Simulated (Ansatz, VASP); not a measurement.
**TaSi6: VASP beside Ansatz**

```
CELL_PARAMETERS angstrom
5.66100 0.00000 0.00000
0.00000 5.66100 0.00000
0.00000 0.00000 5.66100
ATOMIC_POSITIONS crystal
Ta 0.00000 0.00000 0.00000
Si 0.19825 0.50000 0.50000
Si 0.50000 0.19825 0.50000
Si 0.80175 0.50000 0.50000
Si 0.50000 0.80175 0.50000
Si 0.50000 0.50000 0.19825
Si 0.50000 0.50000 0.80175
```

Change from the starting cell: species swapped into the LaB6 type (Pm-3m, No. 221).

Alike in both runs: functional PBE; k mesh 4 × 4 × 4; occupations gaussian, width 0.1 eV; no spin polarisation.

Ansatz relaxed the structure, and its values are those at the end. VASP's run is a single point on that final structure, the one shown.

|  | VASP | Ansatz |
| --- | --- | --- |
| version | VASP 6.6.1 | Ansatz 0.2.0 |
| potentials or method | VASP PAW PBE potentials, release 64 (Ta_pv, Si), cutoff 520 eV | scalar-relativistic, plane waves, PAW |
| valence electrons in the cell | 35 | 37 |

```csv
,VASP,Ansatz,Ansatz less VASP
gap on the k mesh at the Fermi level (eV),none,none,-
pressure (GPa),-0.1,0.0,+0.06
```

A gap of «none» marks a metal or a gap that the smearing closes. VASP's potentials hold 35 valence electrons a cell and Ansatz's 37, so a difference there can come from the potentials and not from the codes.

Spin-orbit coupling is off throughout.
